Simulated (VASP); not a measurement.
# NaCdBr3 in VASP: further runs

NaCdBr3 is run at these levels: PBE, r2SCAN; tasks: single point.

Program: VASP 6.6.1. These are calculated values, not measurements. Logs are shortened: lines on timing, memory, paths and dates and some standing lists are left out, and cuts for length are marked.

### Step 1. The cell of the first run

It takes space group Pm-3m (No. 221, cubic). The conventional cell has a = 5.464 Å, b = 5.464 Å, c = 5.464 Å, α = 90.00°, β = 90.00°, γ = 90.00°. Within 5.1 Å of Na (site symmetry m-3m) lie 12 Br at 3.86 Å and 8 Cd at 4.73 Å. Within 3.6 Å of Cd (site symmetry m-3m) lie 6 Br at 2.73 Å. Br (site symmetry 4/mmm) has 2 Cd at 2.73 Å within 3.6 Å.

### Step 2. Single point, PBE

INCAR reads:

```
  PREC = Accurate
  ENCUT = 520
  EDIFF = 1E-6
  ISMEAR = -1
  SIGMA = 0.02
  LREAL = F
  LASPH = T
  NELM = 100
  ALGO = Normal
  ISIF = 2
  LWAVE = F
  LCHARG = T
  GGA = PE
  LELF = T
  LVHAR = T
  NBANDS = 28
```

KPOINTS reads:

```
Automatic mesh
0
Gamma
  6 6 6
```

POSCAR reads:

```
NaCdBr3
1.0
    5.4640720555      0.0000000000      0.0000000000
    0.0000000000      5.4640720555      0.0000000000
    0.0000000000      0.0000000000      5.4640720555
Na Cd Br
1 1 3
Direct
    0.0000000000      0.0000000000      0.0000000000
    0.5000000000      0.5000000000      0.5000000000
    0.5000000000      0.5000000000      0.0000000000
    0.5000000000      0.0000000000      0.5000000000
    0.0000000000      0.5000000000      0.5000000000
```

Potentials or basis: VASP PAW PBE potentials, release 64 (Na_pv, Cd, Br).

Run with:

```bash
> cat potpaw_PBE.64/Na_pv/POTCAR potpaw_PBE.64/Cd/POTCAR potpaw_PBE.64/Br/POTCAR > POTCAR
> mpirun -np 1 vasp_std > vasp.out
```

OUTCAR:

```text
PREC = Accurate
   ENCUT = 520
   EDIFF = 1E-6
   ISMEAR = -1
   LREAL = F
   LASPH = T
   NELM = 100
   ISIF = 2
   GGA = PE

 ion  position               nearest neighbor table
   1  0.000  0.000  0.000-
   2  0.500  0.500  0.500-   3 2.73   4 2.73   5 2.73   3 2.73   4 2.73   5 2.73
   3  0.500  0.500  0.000-   2 2.73   2 2.73
   4  0.500  0.000  0.500-   2 2.73   2 2.73
   5  0.000  0.500  0.500-   2 2.73   2 2.73

  LATTYP: Found a simple cubic cell.
 ALAT       =     5.4640720555

  Lattice vectors:

 A1 = (   5.4640720555,   0.0000000000,   0.0000000000)
 A2 = (   0.0000000000,   5.4640720555,   0.0000000000)
 A3 = (   0.0000000000,   0.0000000000,   5.4640720555)

Analysis of symmetry for initial positions (statically):
=====================================================================
 Subroutine PRICEL returns:
 Original cell was already a primitive cell.

 Routine SETGRP: Setting up the symmetry group for a
 simple cubic supercell.

 Subroutine GETGRP returns: Found 48 space group operations
 (whereof 48 operations were pure point group operations)
 out of a pool of 48 trial point group operations.

The static configuration has the point symmetry O_h .

Analysis of symmetry for dynamics (positions and initial velocities):
=====================================================================
 Subroutine PRICEL returns:
 Original cell was already a primitive cell.

 Routine SETGRP: Setting up the symmetry group for a
 simple cubic supercell.

 Subroutine GETGRP returns: Found 48 space group operations
 (whereof 48 operations were pure point group operations)
 out of a pool of 48 trial point group operations.

The dynamic configuration has the point symmetry O_h .

 Subroutine INISYM returns: Found 48 space group operations
 (whereof 48 operations are pure point group operations),
 and found     1 'primitive' translations

----------------------------------------------------------------------------------------

                                     Primitive cell

  volume of cell :     163.1358

  direct lattice vectors                    reciprocal lattice vectors
     5.464072055  0.000000000  0.000000000     0.183013692  0.000000000  0.000000000
     0.000000000  5.464072055  0.000000000     0.000000000  0.183013692  0.000000000
     0.000000000  0.000000000  5.464072055     0.000000000  0.000000000  0.183013692

  length of vectors
     5.464072055  5.464072055  5.464072055     0.183013692  0.183013692  0.183013692

  position of ions in fractional coordinates (direct lattice)
     0.000000000  0.000000000  0.000000000
     0.500000000  0.500000000  0.500000000
     0.500000000  0.500000000  0.000000000
     0.500000000  0.000000000  0.500000000
     0.000000000  0.500000000  0.500000000

  ion indices of the primitive-cell ions
   primitive index   ion index
                 1           1
                 2           2
                 3           3
                 4           4
                 5           5

----------------------------------------------------------------------------------------

 KPOINTS: Automatic mesh

Automatic generation of k-mesh.
 Grid dimensions read from file:
 generate k-points for:    6    6    6

 Generating k-lattice:

  Cartesian coordinates                     Fractional coordinates (reciprocal lattice)
     0.030502282  0.000000000  0.000000000     0.166666667  0.000000000  0.000000000
     0.000000000  0.030502282  0.000000000     0.000000000  0.166666667  0.000000000
     0.000000000  0.000000000  0.030502282     0.000000000  0.000000000  0.166666667

  Length of vectors
     0.030502282  0.030502282  0.030502282

  Shift w.r.t. Gamma in fractional coordinates (k-lattice)
     0.000000000  0.000000000  0.000000000

 Subroutine IBZKPT returns following result:
 ===========================================

 Found     20 irreducible k-points:

 Following reciprocal coordinates:
            Coordinates               Weight
  0.000000  0.000000  0.000000      1.000000
  0.166667  0.000000  0.000000      6.000000
  0.333333  0.000000  0.000000      6.000000
  0.500000  0.000000  0.000000      3.000000
  0.166667  0.166667  0.000000     12.000000
  0.333333  0.166667  0.000000     24.000000
[... 12 lines left out ...]
  0.500000  0.500000  0.333333      6.000000
  0.500000  0.500000  0.500000      1.000000
   k-points           NKPTS =     20   k-points in BZ     NKDIM =     20   number of bands    NBANDS=     28
   number of dos      NEDOS =    301   number of ions     NIONS =      5
   total plane-waves  NPLWV =  74088
   dimension x,y,z NGX =    42 NGY =   42 NGZ =   42
   dimension x,y,z NGXF=    84 NGYF=   84 NGZF=   84
   ions per type =               1   1   3
   NGX,Y,Z   is equivalent  to a cutoff of  12.78, 12.78, 12.78 a.u.
   NGXF,Y,Z  is equivalent  to a cutoff of  25.56, 25.56, 25.56 a.u.
 SYSTEM =  unknown system
   PREC   = accura    normal or accurate (medium, high low for compatibility)
   ISTART =      0    job   : 0-new  1-cont  2-samecut
   ICHARG =      2    charge: 1-file 2-atom 10-const
   ISPIN  =      1    spin polarized calculation?
   LNONCOLLINEAR =      F non collinear calculations
   LSORBIT =      F    spin-orbit coupling
   LASPH  =      T    aspherical Exc in radial PAW
   ENCUT  =  520.0 eV  38.22 Ry    6.18 a.u.  10.16 10.16 10.16*2*pi/ulx,y,z
   NELM   =    100;   NELMIN=  2; NELMDL= -5     # of ELM steps
   EDIFF  = 0.1E-05   stopping-criterion for ELM
   LREAL  =      F    real-space projection
   EDIFFG = 0.1E-04   stopping-criterion for IOM
   NSW    =      0    number of steps for IOM
   IBRION =     -1    ionic relax: 0-MD 1-quasi-New 2-CG
   NFREE  =      0    steps in history (QN), initial steepest desc. (CG)
   ISIF   =      2    stress and relaxation
   ISYM   =      2    0-nonsym 1-usesym 2-fastsym
   POTIM  = 0.5000    time-step for ionic-motion
   TEBEG  =    0.0;   TEEND  =   0.0 temperature during run
   PSTRESS=    0.0 pullay stress
   NELECT =      40.0000    total number of electrons
   NUPDOWN=      -1.0000    fix difference up-down
   EMIN   =  10.00;   EMAX   =-10.00  energy-range for DOS
   EFERMI =   0.00;   METHOD = LEGACY
   ISMEAR =    -1;   SIGMA  =   0.02  broadening in eV -4-tet -1-fermi 0-gaus
   EFERMI_NEDOS =   21; number of points for ismear=-14 and -15
   IALGO  =     38    algorithm
   IMIX   =      4    mixing-type and parameters
     AMIX     =   0.40;   BMIX     =  1.00
     AMIX_MAG =   1.60;   BMIX_MAG =  1.00
  volume/ion in A,a.u.               =      32.63       220.18
  Fermi-wavevector in a.u.,A,eV,Ry     =   1.024657  1.936321 14.285049  1.049921
  Thomas-Fermi vector in A             =   2.158456
   LORBIT       =      0    0 simple, 1 ext, 2 COOP (PROOUT), +10 PAW based schemes
   GGA     = PE    functional components
   LHFCALC =     F    Hartree Fock is set to
   AEXX    =    0.0000 exact exchange contribution
   IVDW    =     0    specifies the selected vdW correction
   LEPSILON=     F    determine dielectric tensor
   LRPA    =     F    only Hartree local field effects (RPA)
 non-spin polarized calculation
  energy-cutoff  :      520.00
  volume of cell :      163.14
 maximum number of plane-waves:      4436
 NGX is ok and might be reduce to    42
   NGX = 21   NGY = 21   NGZ = 21

 number of electron      40.0000032 magnetization

 Free energy of the ion-electron system (eV)
  ---------------------------------------------------
  ext. energy  EPLUGINS =         0.00000000
  ---------------------------------------------------
  free energy    TOTEN  =       -11.82381187 eV

  energy without entropy =      -11.82381187  energy(sigma->0) =      -11.82381187

 E-fermi :  -0.2287     XC(G=0):  -7.6867

 val. band max:       -0.6614914503   @ k =   0.5000   0.5000   0.5000
 cond. band min:       0.1771812528   @ k =   0.0000   0.0000   0.0000
 fundamental gap:      0.8386727032
 Fermi energy:        -0.2287278850

 k-point     1 :       0.0000    0.0000    0.0000
  band No.  band energies     occupation
      1     -24.3083      2.00000
      2     -24.3083      2.00000
      3     -24.3083      2.00000
      4     -14.3137      2.00000
      5     -13.7811      2.00000
      6     -13.7811      2.00000
[... 20 lines left out ...]
     27       7.2736      0.00000
     28       8.4628      0.00000

 k-point     2 :       0.1667    0.0000    0.0000
  band No.  band energies     occupation
      1     -24.3083      2.00000
      2     -24.3083      2.00000
      3     -24.3083      2.00000
      4     -14.2771      2.00000
      5     -13.7940      2.00000
      6     -13.7801      2.00000
[... 20 lines left out ...]
     27       7.3853      0.00000
     28       8.3875      0.00000

 k-point     3 :       0.3333    0.0000    0.0000
  band No.  band energies     occupation
      1     -24.3084      2.00000
      2     -24.3083      2.00000
      3     -24.3083      2.00000
      4     -14.1932      2.00000
      5     -13.8294      2.00000
      6     -13.7781      2.00000
[... 20 lines left out ...]
     27       7.6957      0.00000
     28       7.8986      0.00000

 k-point     4 :       0.5000    0.0000    0.0000
  band No.  band energies     occupation
      1     -24.3084      2.00000
      2     -24.3083      2.00000
      3     -24.3083      2.00000
      4     -14.1417      2.00000
      5     -13.8561      2.00000
      6     -13.7771      2.00000
[... 454 lines left out ...]
     27       7.5699      0.00000
     28       7.5920      0.00000

 k-point    19 :       0.5000    0.5000    0.3333
  band No.  band energies     occupation
      1     -24.3084      2.00000
      2     -24.3084      2.00000
      3     -24.3084      2.00000
      4     -13.8734      2.00000
      5     -13.8443      2.00000
      6     -13.8443      2.00000
[... 20 lines left out ...]
     27       7.2425      0.00000
     28       7.4742      0.00000

 k-point    20 :       0.5000    0.5000    0.5000
  band No.  band energies     occupation
      1     -24.3084      2.00000
      2     -24.3084      2.00000
      3     -24.3084      2.00000
      4     -13.8427      2.00000
      5     -13.8427      2.00000
      6     -13.8427      2.00000
[... 20 lines left out ...]
     27       7.7641      0.00000
     28       7.7641      0.00000

------------------------ aborting loop because EDIFF is reached ----------------------------------------

  FORCE on cell =-STRESS in cart. coord.  units (eV):
  Direction    XX          YY          ZZ          XY          YZ          ZX
  --------------------------------------------------------------------------------------
  -------------------------------------------------------------------------------------
  Total        0.9545416      0.9545416      0.9545416     -0.0000000     -0.0000000      0.0000000
  in kB        9.3746742      9.3746742      9.3746742     -0.0000000     -0.0000000      0.0000000
  external PRESSURE =       9.3746742 kB  Pullay stress =       0.0000000 kB

 VOLUME and BASIS-vectors are now :
 -----------------------------------------------------------------------------
  energy-cutoff  :      520.00
  volume of cell :      163.14
      direct lattice vectors                 reciprocal lattice vectors
     5.464072055  0.000000000  0.000000000     0.183013692  0.000000000  0.000000000
     0.000000000  5.464072055  0.000000000     0.000000000  0.183013692  0.000000000
     0.000000000  0.000000000  5.464072055     0.000000000  0.000000000  0.183013692

 POSITION                                       TOTAL-FORCE (eV/Angst)
 -----------------------------------------------------------------------------------
      0.00000      0.00000      0.00000         0.000000      0.000000      0.000000
      2.73204      2.73204      2.73204         0.000000      0.000000      0.000000
      2.73204      2.73204      0.00000         0.000000      0.000000      0.000000
      2.73204      0.00000      2.73204         0.000000      0.000000      0.000000
      0.00000      2.73204      2.73204         0.000000      0.000000      0.000000
 -----------------------------------------------------------------------------------
    total drift:                                0.000000     -0.000000     -0.000000

  FREE ENERGIE OF THE ION-ELECTRON SYSTEM (eV)
  ---------------------------------------------------
  free  energy   TOTEN  =       -11.8238118747 eV

  energy  without entropy=      -11.8238118746  energy(sigma->0) =      -11.82381187
```

Wall time 2.8 min (1 thread of AMD EPYC, shared host); peak memory 0.27 GiB.

Results:

| Property | Result |
| --- | --- |
| Free energy | -11.8238 eV |
| Pressure | 0.9 GPa |
| Band gap on the k mesh | 0.84 eV (least direct gap 1.40 eV) |

Levels at points of the mesh, in eV from the valence-band top:
| k point | band 17 | band 18 | band 19 | band 20 | band 21 | band 22 | band 23 | band 24 |
| --- | --- | --- | --- | --- | --- | --- | --- | --- |
| (0.00, 0.00, 0.00) | -0.74 | -0.57 | -0.57 | -0.57 | 0.84 | 3.18 | 7.08 | 7.08 |
| (0.50, 0.00, 0.00) | -0.98 | -0.91 | -0.62 | -0.62 | 3.80 | 4.82 | 5.52 | 7.41 |
| (0.50, 0.50, 0.00) | -0.95 | -0.95 | -0.06 | -0.01 | 5.06 | 5.58 | 6.31 | 6.31 |
| (0.50, 0.50, 0.50) | -0.05 | -0.05 | 0.00 | 0.00 | 3.91 | 5.47 | 5.47 | 5.47 |

[end of part 1 of 2]
